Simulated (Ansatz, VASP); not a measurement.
**MgO in VASP and in Ansatz**

File INCAR:

```
  ALGO = Normal
  EDIFF = 1E-6
  ENCUT = 600
  GGA = CA
  GGA_COMPAT = False
  ISIF = 2
  ISMEAR = 0
  LASPH = True
  LCHARG = False
  LREAL = False
  LWAVE = False
  NBANDS = 11
  NELM = 120
  PREC = Accurate
  SIGMA = 0.02
```

Contents of KPOINTS:

```
k-points
0
Gamma
  10 10 10
```

Contents of POSCAR:

```
MgO
1.0
    0.0000000000      2.1402106944      2.1402106944
    2.1402106944      0.0000000000      2.1402106944
    2.1402106944      2.1402106944      0.0000000000
Mg O
1 1
Direct
    0.0000000000      0.0000000000      0.0000000000
    0.5000000000      0.5000000000      0.5000000000
```

Input for Ansatz:

```yaml
crystal:
  lattice:
    - [0.0, 2.1402106944, 2.1402106944]
    - [2.1402106944, 0.0, 2.1402106944]
    - [2.1402106944, 2.1402106944, 0.0]
  atoms:
    - { symbol: Mg, position: [0.0, 0.0, 0.0] }
    - { symbol: O, position: [0.5, 0.5, 0.5] }
basis:
  ecutwfc: 420
kpoints:
  mp_grid: { grid: [10, 10, 10] }
hamiltonian:
  xc: lda
  pseudopotentials: { kind: paw }
scf:
  occupations: { method: gaussian, width: 0.02 }
output:
  forces: true
  stress: true
  eigenvalues: true
```

Alike in both runs: task single point; functional LDA; k mesh 10 × 10 × 10; occupations gaussian, width 0.02 eV; no spin polarisation.

```csv
,VASP,Ansatz
version,VASP 6.6.1,Ansatz 0.2.0
potentials or method,"VASP PAW LDA potentials, release 64 (Mg, O), cutoff 600 eV","scalar-relativistic, plane waves, PAW"
valence electrons in the cell,8,16
```

Ansatz gave:

| Quantity | Value |
| --- | --- |
| gap on the k mesh at the Fermi level (eV) | 4.20 |
| least direct gap on the mesh (eV) | 4.20 |
| pressure (GPa) | -12.4 |

Question: What did VASP give for the same quantities?

Answer: gap on the k mesh at the Fermi level (eV): 4.20; least direct gap on the mesh (eV): 4.20; pressure (GPa): -14.3.

LDA's correlation is that of Perdew and Zunger in VASP and of Perdew and Wang (1992) in Ansatz. VASP's potentials hold 8 valence electrons a cell and Ansatz's 16, so a difference there can come from the potentials and not from the codes.
